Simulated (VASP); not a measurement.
# CdO (Fm-3m) in VASP: a series of runs

Aim: see how the results for CdO move with the level of theory and the settings. Levels: LDA, PBE+D4. Tasks: single point.

Everything below comes from runs of VASP 6.6.1. Logs are shortened: lines on timing, memory, paths and dates and some standing lists are left out, and cuts for length are marked.

## 1. The cell of the first run

It takes space group Fm-3m (No. 225, cubic). The conventional cell has a = 4.603 Å, b = 4.603 Å, c = 4.603 Å, α = 90.00°, β = 90.00°, γ = 90.00°. Cd (site symmetry m-3m) has 6 O at 2.30 Å within 3.0 Å. Within 3.0 Å of O (site symmetry m-3m) lie 6 Cd at 2.30 Å.

## 2. Single point, LDA (12.19 Å³/atom)

Contents of INCAR:

```
SYSTEM = CdO
ALGO     = Normal         ! electronic algorithm
EDIFF    = 1E-6           ! SCF threshold, eV
ENCUT    = 700            ! plane-wave cutoff, eV
GGA_COMPAT= .False.      
ISIF     = 2              ! what is computed and relaxed
ISMEAR   = 0              ! smearing method
LASPH    = .True.         ! aspherical terms in the spheres
LCHARG   = .False.        ! write CHGCAR
LREAL    = .False.        ! projectors in reciprocal space
LWAVE    = .False.        ! write WAVECAR
NBANDS   = 20             ! bands
NELM     = 120            ! most SCF steps
PREC     = Accurate       ! precision mode
SIGMA    = 0.05           ! smearing width, eV
```

Contents of KPOINTS:

```
k-points
0
Gamma
  8 8 8
  0 0 0
```

Contents of POSCAR:

```
CdO
1.0
    0.0000000000      2.3013978291      2.3013978291
    2.3013978291      0.0000000000      2.3013978291
    2.3013978291      2.3013978291      0.0000000000
Cd O
1 1
Direct
    0.0000000000      0.0000000000      0.0000000000
    0.5000000000      0.5000000000      0.5000000000
```

Potentials or basis: VASP PAW LDA potentials, release 64 (Cd_sv_GW, O).

The run is started by

```console
> cat potpaw_LDA.64/Cd_sv_GW/POTCAR potpaw_LDA.64/O/POTCAR > POTCAR
> mpirun -np 1 vasp_std > vasp.out
```

OUTCAR:

```text
SYSTEM = CdO
   EDIFF = 1E-6
   ENCUT = 700
   ISIF = 2
   ISMEAR = 0
   LASPH = .True.
   LREAL = .False.
   NELM = 120
   PREC = Accurate

 ion  position               nearest neighbor table
   1  0.000  0.000  0.000-   2 2.30   2 2.30   2 2.30   2 2.30   2 2.30   2 2.30
   2  0.500  0.500  0.500-   1 2.30   1 2.30   1 2.30   1 2.30   1 2.30   1 2.30

  LATTYP: Found a face centered cubic cell.
 ALAT       =     4.6027956582

  Lattice vectors:

 A1 = (   0.0000000000,   2.3013978291,   2.3013978291)
 A2 = (   2.3013978291,   0.0000000000,   2.3013978291)
 A3 = (   2.3013978291,   2.3013978291,   0.0000000000)

Analysis of symmetry for initial positions (statically):
=====================================================================
 Subroutine PRICEL returns:
 Original cell was already a primitive cell.

 Routine SETGRP: Setting up the symmetry group for a
 face centered cubic supercell.

 Subroutine GETGRP returns: Found 48 space group operations
 (whereof 48 operations were pure point group operations)
 out of a pool of 48 trial point group operations.

The static configuration has the point symmetry O_h .

Analysis of symmetry for dynamics (positions and initial velocities):
=====================================================================
 Subroutine PRICEL returns:
 Original cell was already a primitive cell.

 Routine SETGRP: Setting up the symmetry group for a
 face centered cubic supercell.

 Subroutine GETGRP returns: Found 48 space group operations
 (whereof 48 operations were pure point group operations)
 out of a pool of 48 trial point group operations.

The dynamic configuration has the point symmetry O_h .

 Subroutine INISYM returns: Found 48 space group operations
 (whereof 48 operations are pure point group operations),
 and found     1 'primitive' translations

----------------------------------------------------------------------------------------

                                     Primitive cell

  volume of cell :      24.3784

  direct lattice vectors                    reciprocal lattice vectors
     0.000000000  2.301397829  2.301397829    -0.217259265  0.217259265  0.217259265
     2.301397829  0.000000000  2.301397829     0.217259265 -0.217259265  0.217259265
     2.301397829  2.301397829  0.000000000     0.217259265  0.217259265 -0.217259265

  length of vectors
     3.254668022  3.254668022  3.254668022     0.376304085  0.376304085  0.376304085

  position of ions in fractional coordinates (direct lattice)
     0.000000000  0.000000000  0.000000000
[... 77 lines left out ...]
   NELM   =    120;   NELMIN=  2; NELMDL= -5     # of ELM steps
   EDIFF  = 0.1E-05   stopping-criterion for ELM
   LREAL  =      F    real-space projection
   EDIFFG = 0.1E-04   stopping-criterion for IOM
   NSW    =      0    number of steps for IOM
   IBRION =     -1    ionic relax: 0-MD 1-quasi-New 2-CG
   NFREE  =      0    steps in history (QN), initial steepest desc. (CG)
   ISIF   =      2    stress and relaxation
   ISYM   =      2    0-nonsym 1-usesym 2-fastsym
   POTIM  = 0.5000    time-step for ionic-motion
   TEBEG  =    0.0;   TEEND  =   0.0 temperature during run
   PSTRESS=    0.0 pullay stress
   NELECT =      26.0000    total number of electrons
   NUPDOWN=      -1.0000    fix difference up-down
   EMIN   =  10.00;   EMAX   =-10.00  energy-range for DOS
   EFERMI =   0.00;   METHOD = LEGACY
   ISMEAR =     0;   SIGMA  =   0.05  broadening in eV -4-tet -1-fermi 0-gaus
   EFERMI_NEDOS =   21; number of points for ismear=-14 and -15
   IALGO  =     38    algorithm
   IMIX   =      4    mixing-type and parameters
     AMIX     =   0.40;   BMIX     =  1.00
     AMIX_MAG =   1.60;   BMIX_MAG =  1.00
  volume/ion in A,a.u.               =      12.19        82.26
  Fermi-wavevector in a.u.,A,eV,Ry     =   1.672621  3.160796 38.064495  2.797661
  Thomas-Fermi vector in A             =   2.757736
   LORBIT       =      0    0 simple, 1 ext, 2 COOP (PROOUT), +10 PAW based schemes
   GGA     = CA    functional components
   LHFCALC =     F    Hartree Fock is set to
   AEXX    =    0.0000 exact exchange contribution
   IVDW    =     0    specifies the selected vdW correction
   LEPSILON=     F    determine dielectric tensor
   LRPA    =     F    only Hartree local field effects (RPA)
 non-spin polarized calculation
 Gauss-broadening in eV      SIGMA  =   0.05
  energy-cutoff  :      700.00
  volume of cell :       24.38
 maximum number of plane-waves:      1036
   NGX = 13   NGY = 13   NGZ = 13

 number of electron      25.9999995 magnetization

 Free energy of the ion-electron system (eV)
  ---------------------------------------------------
  ext. energy  EPLUGINS =         0.00000000
  ---------------------------------------------------
  free energy    TOTEN  =        -9.41626465 eV

  energy without entropy =       -9.41602756  energy(sigma->0) =       -9.41614610

 E-fermi :   5.5030     XC(G=0): -12.8135

 val. band max:        5.4615822869   @ k =   0.5000   0.0000   0.0000
 cond. band min:       6.4356504508   @ k =   0.1250   0.0000   0.0000
 fundamental gap:      0.9740681640
 Fermi energy:         5.5029696280

 k-point     1 :       0.0000    0.0000    0.0000
  band No.  band energies     occupation
      1     -94.3789      2.00000
      2     -55.7848      2.00000
      3     -55.7848      2.00000
      4     -55.7848      2.00000
      5     -12.1614      2.00000
      6      -1.3656      2.00000
[... 541 lines left out ...]
     19      25.2156      0.00000
     20      28.3691      0.00000

 [... further k-points ...]

------------------------ aborting loop because EDIFF is reached ----------------------------------------

  FORCE on cell =-STRESS in cart. coord.  units (eV):
  Direction    XX          YY          ZZ          XY          YZ          ZX
  --------------------------------------------------------------------------------------
  -------------------------------------------------------------------------------------
  Total        0.5658871      0.5658871      0.5658871      0.0000000     -0.0000000      0.0000000
  in kB       37.1907793     37.1907793     37.1907793      0.0000000     -0.0000000      0.0000000
  external PRESSURE =      37.1907793 kB  Pullay stress =       0.0000000 kB

 VOLUME and BASIS-vectors are now :
 -----------------------------------------------------------------------------
  energy-cutoff  :      700.00
  volume of cell :       24.38
      direct lattice vectors                 reciprocal lattice vectors
     0.000000000  2.301397829  2.301397829    -0.217259265  0.217259265  0.217259265
     2.301397829  0.000000000  2.301397829     0.217259265 -0.217259265  0.217259265
     2.301397829  2.301397829  0.000000000     0.217259265  0.217259265 -0.217259265

 POSITION                                       TOTAL-FORCE (eV/Angst)
 -----------------------------------------------------------------------------------
      0.00000      0.00000      0.00000         0.000000      0.000000     -0.000000
      2.30140      2.30140      2.30140         0.000000      0.000000      0.000000
 -----------------------------------------------------------------------------------
    total drift:                                0.000000      0.000000      0.000000

  FREE ENERGIE OF THE ION-ELECTRON SYSTEM (eV)
  ---------------------------------------------------
  free  energy   TOTEN  =        -9.4162646493 eV

  energy  without entropy=       -9.4160275600  energy(sigma->0) =       -9.41614610
```

Wall time 18 s (1 thread of Intel Xeon Platinum 8375C at 2.90GHz (Ice Lake), shared host); peak memory 0.16 GiB.

What came out:

| Property | Result |
| --- | --- |
| Free energy | -9.4163 eV |
| Pressure | 3.7 GPa |
| Band gap on the k mesh | zero (bands 13 and 14 overlap by 0.37 eV) |

Levels at points of the mesh, in eV from the Fermi level:
| k point | band 9 | band 10 | band 11 | band 12 | band 13 | band 14 | band 15 | band 16 | band 17 | band 18 |
| --- | --- | --- | --- | --- | --- | --- | --- | --- | --- | --- |
| (0.00, 0.00, 0.00) | -6.52 | -6.52 | -1.71 | -1.71 | -1.71 | -0.41 | 14.29 | 17.26 | 17.26 | 17.26 |
| (0.50, 0.00, 0.00) | -6.21 | -6.21 | -4.04 | -0.04 | -0.04 | 4.24 | 7.56 | 11.86 | 11.86 | 18.20 |
| (0.50, 0.50, 0.00) | -6.04 | -5.61 | -4.94 | -2.76 | -2.76 | 3.89 | 8.55 | 11.29 | 13.53 | 13.53 |

Caveat: the cell stands under pressure; semilocal functionals underestimate gaps, and a narrow one can read as zero.

(Continued in part 2 of 2.)

The gap in the log of VASP goes by the Fermi energy; the results here count the filled bands.